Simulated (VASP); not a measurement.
A run of VASP 6.6.1 is set up as follows.

The input INCAR:

```
PREC = Accurate ; ENCUT = 500
EDIFF = 1E-6 ; ISMEAR = 0
SIGMA = 0.01 ; LREAL = F
LASPH = T ; NELM = 120
ALGO = Normal ; ISIF = 2
LWAVE = F ; LCHARG = F
GGA = PE ; NBANDS = 11
GGA_COMPAT = F
```

Contents of KPOINTS:

```
Automatic mesh
0
Gamma
  6 6 6
```

File POSCAR:

```
Si
1.0
    0.0000000000      2.7860638099      2.7860638099
    2.7860638099      0.0000000000      2.7860638099
    2.7860638099      2.7860638099      0.0000000000
Si
2
Direct
    0.0000000000      0.0000000000      0.0000000000
    0.2500000000      0.2500000000      0.2500000000
```

Potentials or basis: VASP PAW PBE potentials, release 64 (Si).

Command:

```bash
$ cat potpaw_PBE.64/Si/POTCAR > POTCAR
$ mpirun -np 1 vasp_std > vasp.out
```

Task: Estimate the band gap on the k mesh.

Result: 0.83 eV, indirect (least direct gap 2.40 eV).

Task: Estimate the pressure.

Result: -4.4 GPa.

A k mesh can miss the band edges. A hybrid or GW would open this gap; PBE tends to underestimate it.
